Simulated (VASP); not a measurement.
# RuF2 (P4_2/nmc) in VASP: single point with PBE

Aim: the single point of RuF2 with PBE.

Program: VASP 6.6.1. These are calculated values, not measurements. Logs are shortened: lines on timing, memory, paths and dates and some standing lists are left out, and cuts for length are marked.

### 1 The cell of the first run

The structure is tetragonal, space group P4_2/nmc (No. 137). Conventional cell: a = 3.702 Å, b = 3.702 Å, c = 5.329 Å, α = 90.00°, β = 90.00°, γ = 90.00°. Within 2.8 Å of Ru (site symmetry -4m2) lie 8 F at 2.14 to 2.44 Å. F (site symmetry 2mm) has 4 Ru at 2.14 to 2.44 Å and 6 F at 2.66 to 2.67 Å within 2.8 Å.

### 2 Single point, PBE, collinear spin, ferromagnetic start

Input file INCAR:

```
SYSTEM = RuF2
  ALGO = Normal
  EDIFF = 1E-7
  ENCUT = 520
  GGA = PE
  ISIF = 2
  ISMEAR = 0
  ISPIN = 2
  LASPH = .True.
  LCHARG = .False.
  LMAXMIX = 4
  LORBIT = 11
  LREAL = .False.
  LWAVE = .False.
  MAGMOM = 1 1 0 0 0 0
  NBANDS = 41
  NELM = 150
  PREC = Accurate
  SIGMA = 0.1
```

Input file KPOINTS:

```
k-points
0
Gamma
  6 6 4
  0 0 0
```

Input file POSCAR:

```
RuF2
1.0
    3.7019774121      0.0000000000      0.0000000000
    0.0000000000      3.7019774121      0.0000000000
    0.0000000000      0.0000000000      5.3294227253
Ru F
2 4
Direct
    0.0000000000      0.0000000000      0.0000000000
    0.5000000000      0.5000000000      0.5000000000
    0.0000000000      0.5000000000      0.2030000000
    0.0000000000      0.5000000000      0.7030000000
    0.5000000000      0.0000000000      0.2970000000
    0.5000000000      0.0000000000      0.7970000000
```

Potentials or basis: VASP PAW PBE potentials, release 64 (Ru_pv, F).

On the command line:

```sh
cat potpaw_PBE.64/Ru_pv/POTCAR potpaw_PBE.64/F/POTCAR > POTCAR
mpirun -np 1 vasp_std > vasp.out
```

OUTCAR:

```text
SYSTEM = RuF2
   EDIFF = 1E-7
   ENCUT = 520
   GGA = PE
   ISIF = 2
   ISMEAR = 0
   ISPIN = 2
   LASPH = .True.
   LORBIT = 11
   LREAL = .False.
   NELM = 150
   PREC = Accurate

 ion  position               nearest neighbor table
   1  0.000  0.000  0.000-   3 2.14   6 2.14   3 2.14   6 2.14   5 2.44   4 2.44   5 2.44   4 2.44

   2  0.500  0.500  0.500-   4 2.14   5 2.14   5 2.14   4 2.14   3 2.44   6 2.44   3 2.44   6 2.44

   3  0.000  0.500  0.203-   1 2.14   1 2.14   2 2.44   2 2.44
   4  0.000  0.500  0.703-   2 2.14   2 2.14   1 2.44   1 2.44
   5  0.500  0.000  0.297-   2 2.14   2 2.14   1 2.44   1 2.44
   6  0.500  0.000  0.797-   1 2.14   1 2.14   2 2.44   2 2.44

  LATTYP: Found a simple tetragonal cell.
 ALAT       =     3.7019774121
 C/A-ratio  =     1.4396151386

  Lattice vectors:

 A1 = (   3.7019774121,   0.0000000000,   0.0000000000)
 A2 = (   0.0000000000,   3.7019774121,   0.0000000000)
 A3 = (   0.0000000000,   0.0000000000,   5.3294227253)

Analysis of symmetry for initial positions (statically):
=====================================================================
 Subroutine PRICEL returns:
 Original cell was already a primitive cell.

 Routine SETGRP: Setting up the symmetry group for a
 simple tetragonal supercell.

 Subroutine GETGRP returns: Found 16 space group operations
 (whereof  8 operations were pure point group operations)
 out of a pool of 16 trial point group operations.

The static configuration has the point symmetry D_2d.
 The point group associated with its full space group is D_4h.

Analysis of symmetry for dynamics (positions and initial velocities):
=====================================================================
 Subroutine PRICEL returns:
 Original cell was already a primitive cell.

 Routine SETGRP: Setting up the symmetry group for a
 simple tetragonal supercell.

 Subroutine GETGRP returns: Found 16 space group operations
 (whereof  8 operations were pure point group operations)
 out of a pool of 16 trial point group operations.

The dynamic configuration has the point symmetry D_2d.
 The point group associated with its full space group is D_4h.

Analysis of structural, dynamic, and magnetic symmetry:
=====================================================================
 Subroutine PRICEL returns:
 Original cell was already a primitive cell.

 Routine SETGRP: Setting up the symmetry group for a
 simple tetragonal supercell.

 Subroutine GETGRP returns: Found 16 space group operations
 (whereof  8 operations were pure point group operations)
 out of a pool of 16 trial point group operations.

The overall configuration has the point symmetry D_2d.
 The point group associated with its full space group is D_4h.

 Subroutine INISYM returns: Found 16 space group operations
 (whereof  8 operations are pure point group operations),
 and found     1 'primitive' translations

----------------------------------------------------------------------------------------

                                     Primitive cell

  volume of cell :      73.0378

  direct lattice vectors                    reciprocal lattice vectors
     3.701977412  0.000000000  0.000000000     0.270125905  0.000000000  0.000000000
     0.000000000  3.701977412  0.000000000     0.000000000  0.270125905  0.000000000
     0.000000000  0.000000000  5.329422725     0.000000000  0.000000000  0.187637583

  length of vectors
     3.701977412  3.701977412  5.329422725     0.270125905  0.270125905  0.187637583

  position of ions in fractional coordinates (direct lattice)
     0.000000000  0.000000000  0.000000000
     0.500000000  0.500000000  0.500000000
     0.000000000  0.500000000  0.203000000
     0.000000000  0.500000000  0.703000000
     0.500000000  0.000000000  0.297000000
     0.500000000  0.000000000  0.797000000

  ion indices of the primitive-cell ions
   primitive index   ion index
                 1           1
                 2           2
                 3           3
                 4           4
[... 34 lines left out ...]
  0.500000  0.000000  0.000000      2.000000
  0.166667  0.166667  0.000000      4.000000
  0.333333  0.166667  0.000000      8.000000
[... 16 lines left out ...]
  0.333333  0.000000  0.500000      4.000000
  0.500000  0.000000  0.500000      2.000000
 [... further k-points ...]
   k-points           NKPTS =     30   k-points in BZ     NKDIM =     30   number of bands    NBANDS=     41
   number of dos      NEDOS =    301   number of ions     NIONS =      6
   total plane-waves  NPLWV =  31360
   dimension x,y,z NGX =    28 NGY =   28 NGZ =   40
   dimension x,y,z NGXF=    56 NGYF=   56 NGZF=   80
   ions per type =               2   4
   NGX,Y,Z   is equivalent  to a cutoff of  12.57, 12.57, 12.48 a.u.
   NGXF,Y,Z  is equivalent  to a cutoff of  25.15, 25.15, 24.96 a.u.
 SYSTEM =  RuF2
   PREC   = accura    normal or accurate (medium, high low for compatibility)
   ISTART =      0    job   : 0-new  1-cont  2-samecut
   ICHARG =      2    charge: 1-file 2-atom 10-const
   ISPIN  =      2    spin polarized calculation?
   LNONCOLLINEAR =      F non collinear calculations
   LSORBIT =      F    spin-orbit coupling
   LASPH  =      T    aspherical Exc in radial PAW
   ENCUT  =  520.0 eV  38.22 Ry    6.18 a.u.   6.88  6.88  9.91*2*pi/ulx,y,z
   NELM   =    150;   NELMIN=  2; NELMDL= -5     # of ELM steps
   EDIFF  = 0.1E-06   stopping-criterion for ELM
   LREAL  =      F    real-space projection
   EDIFFG = 0.1E-05   stopping-criterion for IOM
   NSW    =      0    number of steps for IOM
   IBRION =     -1    ionic relax: 0-MD 1-quasi-New 2-CG
   NFREE  =      0    steps in history (QN), initial steepest desc. (CG)
   ISIF   =      2    stress and relaxation
   ISYM   =      2    0-nonsym 1-usesym 2-fastsym
   POTIM  = 0.5000    time-step for ionic-motion
   TEBEG  =    0.0;   TEEND  =   0.0 temperature during run
   PSTRESS=    0.0 pullay stress
   NELECT =      56.0000    total number of electrons
   NUPDOWN=      -1.0000    fix difference up-down
   EMIN   =  10.00;   EMAX   =-10.00  energy-range for DOS
   EFERMI =   0.00;   METHOD = LEGACY
   ISMEAR =     0;   SIGMA  =   0.10  broadening in eV -4-tet -1-fermi 0-gaus
   EFERMI_NEDOS =   21; number of points for ismear=-14 and -15
   IALGO  =     38    algorithm
   IMIX   =      4    mixing-type and parameters
     AMIX     =   0.40;   BMIX     =  1.00
     AMIX_MAG =   1.60;   BMIX_MAG =  1.00
  volume/ion in A,a.u.               =      12.17        82.15
  Fermi-wavevector in a.u.,A,eV,Ry     =   1.498379  2.831525 30.546969  2.245139
  Thomas-Fermi vector in A             =   2.610145
   LORBIT       =     11    0 simple, 1 ext, 2 COOP (PROOUT), +10 PAW based schemes
   GGA     = PE    functional components
   LHFCALC =     F    Hartree Fock is set to
   AEXX    =    0.0000 exact exchange contribution
   IVDW    =     0    specifies the selected vdW correction
   LEPSILON=     F    determine dielectric tensor
   LRPA    =     F    only Hartree local field effects (RPA)
 spin polarized calculation
 Gauss-broadening in eV      SIGMA  =   0.10
  energy-cutoff  :      520.00
  volume of cell :       73.04
 maximum number of plane-waves:      1992
 NGX is ok and might be reduce to    28
   NGX = 13   NGY = 13   NGZ = 19

 number of electron      55.9999950 magnetization       4.0003283

 Free energy of the ion-electron system (eV)
  ---------------------------------------------------
  ext. energy  EPLUGINS =         0.00000000
  ---------------------------------------------------
  free energy    TOTEN  =       -29.50380986 eV

  energy without entropy =      -29.47748958  energy(sigma->0) =      -29.49064972

 E-fermi :   5.6611     XC(G=0): -11.0510

 val. band max:        5.6583220427   @ k =   0.1667   0.0000   0.5000
 cond. band min:       5.6642460139   @ k =   0.0000   0.0000   0.5000
 fundamental gap:      0.0059239713
 Fermi energy:         5.6610628211

 spin component 1

 k-point     1 :       0.0000    0.0000    0.0000
  band No.  band energies     occupation
      1     -37.5915      1.00000
      2     -37.5914      1.00000
      3     -37.5792      1.00000
      4     -37.5791      1.00000
      5     -37.5675      1.00000
      6     -37.5252      1.00000
[... 1021 lines left out ...]
     39      19.2828      0.00000
     40      19.2828      0.00000

 [... further k-points ...]

 spin component 2

 k-point     1 :       0.0000    0.0000    0.0000
  band No.  band energies     occupation
      1     -36.1721      1.00000
      2     -36.1717      1.00000
      3     -36.1591      1.00000
      4     -36.1587      1.00000
      5     -36.0416      1.00000
      6     -35.9947      1.00000
[... 1021 lines left out ...]
     39      19.7547      0.00000
     40      19.7547      0.00000

 [... further k-points ...]

 [bands above 40 left out]

------------------------ aborting loop because EDIFF is reached ----------------------------------------

  FORCE on cell =-STRESS in cart. coord.  units (eV):
  Direction    XX          YY          ZZ          XY          YZ          ZX
  --------------------------------------------------------------------------------------
  -------------------------------------------------------------------------------------
  Total        3.5302459      3.5302459      2.1737557      0.0000000      0.0000000     -0.0000000
  in kB       77.4404455     77.4404455     47.6841031      0.0000000      0.0000000     -0.0000000
  external PRESSURE =      67.5216647 kB  Pullay stress =       0.0000000 kB

 VOLUME and BASIS-vectors are now :
 -----------------------------------------------------------------------------
  energy-cutoff  :      520.00
  volume of cell :       73.04
      direct lattice vectors                 reciprocal lattice vectors
     3.701977412  0.000000000  0.000000000     0.270125905  0.000000000  0.000000000
     0.000000000  3.701977412  0.000000000     0.000000000  0.270125905  0.000000000
     0.000000000  0.000000000  5.329422725     0.000000000  0.000000000  0.187637583

 POSITION                                       TOTAL-FORCE (eV/Angst)
 -----------------------------------------------------------------------------------
      0.00000      0.00000      0.00000         0.000000     -0.000000      0.000000
      1.85099      1.85099      2.66471         0.000000      0.000000      0.000000
      0.00000      1.85099      1.08187         0.000000     -0.000000      0.552314
      0.00000      1.85099      3.74658         0.000000      0.000000      0.552314
      1.85099      0.00000      1.58284         0.000000      0.000000     -0.552314
      1.85099      0.00000      4.24755        -0.000000      0.000000     -0.552314
 -----------------------------------------------------------------------------------
    total drift:                                0.000000      0.000000      0.000000

  FREE ENERGIE OF THE ION-ELECTRON SYSTEM (eV)
  ---------------------------------------------------
  free  energy   TOTEN  =       -29.5038098566 eV

  energy  without entropy=      -29.4774895758  energy(sigma->0) =      -29.49064972

 total charge

# of ion       s       p       d       tot
------------------------------------------
    1        0.158   6.106   5.903  12.167
    2        0.158   6.106   5.903  12.167
    3        1.744   4.315   0.000   6.059
    4        1.744   4.315   0.000   6.059
    5        1.744   4.315   0.000   6.059
    6        1.744   4.315   0.000   6.059
--------------------------------------------------
tot          7.291  29.471  11.806  48.569

 magnetization (x)

# of ion       s       p       d       tot
------------------------------------------
    1        0.007   0.016   1.753   1.776
    2        0.007   0.016   1.753   1.776
    3        0.013   0.045   0.000   0.058
    4        0.013   0.045   0.000   0.058
    5        0.013   0.045   0.000   0.058
    6        0.013   0.045   0.000   0.058
--------------------------------------------------
tot          0.065   0.213   3.505   3.784
```

It took 72 s on 1 thread of AMD EPYC 9R45 (Zen 5), shared host; peak memory 0.24 GiB.

Results:

```
Free energy                                           : -29.5038 eV
Pressure                                              : 6.8 GPa
Largest force                                         : 0.552 eV/Å
Band gap on the k mesh                                : zero (filled and empty bands overlap)
Net moment                                            : 4.00 μB per cell
Site moments                                          : Ru +1.78; F +0.06 μB
Valence electrons inside the program's atomic spheres : Ru 12.17; F 6.06
```

Forces in eV/Å, atoms in the order of the input:
```
Ru   0.000  0.000  0.000
Ru   0.000  0.000  0.000
F    0.000  0.000  0.552
F    0.000  0.000  0.552
F    0.000  0.000 -0.552
F    0.000  0.000 -0.552
```

Stress tensor (GPa, compression positive):
```
7.74 0.00 0.00
0.00 7.74 0.00
0.00 0.00 4.77
```

Caveat: the cell stands under pressure.
